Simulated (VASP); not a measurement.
## Al2H: single point with PBE

The system is Al2H.

```
CELL_PARAMETERS angstrom
0.00000 2.74593 2.74593
2.74593 0.00000 2.74593
2.74593 2.74593 0.00000
ATOMIC_POSITIONS crystal
Al 0.75000 0.75000 0.75000
Al 0.25000 0.25000 0.25000
H 0.00000 0.00000 0.00000
```

| Property | Result |
| --- | --- |
| Program | VASP 6.6.1 |
| Task | single point |
| Functional | PBE |
| Potentials or basis | VASP PAW PBE potentials, release 64 (Al, H) |
| Cutoff | 520 eV |
| k mesh | 6 × 6 × 6 |
| Occupations | gaussian, width 0.1 eV |
| Spin | no spin polarisation |

The pressure is 0.1 GPa.

Levels at points of the mesh, in eV from the Fermi level:
| k point | band 1 | band 2 | band 3 | band 4 | band 5 | band 6 |
| --- | --- | --- | --- | --- | --- | --- |
| (0.00, 0.00, 0.00) | -10.61 | 1.43 | 2.51 | 2.51 | 2.51 | 4.74 |
| (0.50, 0.00, 0.00) | -7.72 | -6.18 | 0.85 | 2.11 | 2.11 | 2.49 |
| (0.50, 0.50, 0.00) | -6.41 | -5.56 | -1.02 | -1.02 | -0.64 | -0.54 |

It took 4.7 s on 1 thread of AMD EPYC 9R45 96-Core Processor (Zen 5) (shared host), peak memory 0.12 GiB.
